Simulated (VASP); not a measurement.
Input of a VASP 6.6.1 run:

INCAR

```
ALGO = Normal ; EDIFF = 1E-7
EDIFFG = -0.01 ; ENCUT = 600
GGA = PE ; GGA_COMPAT = F
IBRION = 2 ; ISIF = 3
ISMEAR = 0 ; LASPH = T
LCHARG = F ; LMAXMIX = 6
LREAL = F ; LWAVE = F
NELM = 200 ; NELMIN = 4
NSW = 100 ; PREC = Accurate
SIGMA = 0.1
```

File KPOINTS:

```
k-points
0
Gamma
  12 12 4
```

POSCAR

```
HoSi2O
1.0
    3.4594770259      0.0000000000      0.0000000000
    0.0000000000      3.4594770259      0.0000000000
    0.0000000000      0.0000000000     10.9119604571
Ho Si O
2 4 2
Direct
    0.0000000000      0.5000000000      0.7793192681
    0.5000000000      0.0000000000      0.2206807319
    0.0000000000      0.0000000000      0.0000000000
    0.5000000000      0.5000000000      0.0000000000
    0.0000000000      0.5000000000      0.4019083807
    0.5000000000      0.0000000000      0.5980916193
    0.5000000000      0.5000000000      0.5000000000
    0.0000000000      0.0000000000      0.5000000000
```

Potentials or basis: VASP PAW PBE potentials, release 64 (Ho_3, Si, O), 4f in core.

Launch:

```console
$ cat potpaw_PBE.64/Ho_3/POTCAR potpaw_PBE.64/Si/POTCAR potpaw_PBE.64/O/POTCAR > POTCAR
$ mpirun -np 1 vasp_std > vasp.out
```

Q: Predict the relaxed volume.

A: 16.39 Å³/atom.

Q: What does it give for the space group after relaxing (to 0.1 Å)?

A: P4/nmm (No. 129).

Stress tensor (GPa, compression positive):
```
-0.02  0.00  0.00
 0.00 -0.02  0.00
 0.00  0.00  0.09
```

Caveat: spin-orbit coupling is left out, which moves the levels of the heavy elements; the 4f electrons are frozen in the core, so they carry no moment and show no levels; the run has no spin polarisation, though such a crystal can be magnetic. Spin polarisation is off, so any magnetic state and its effect on volume and gap are missing.
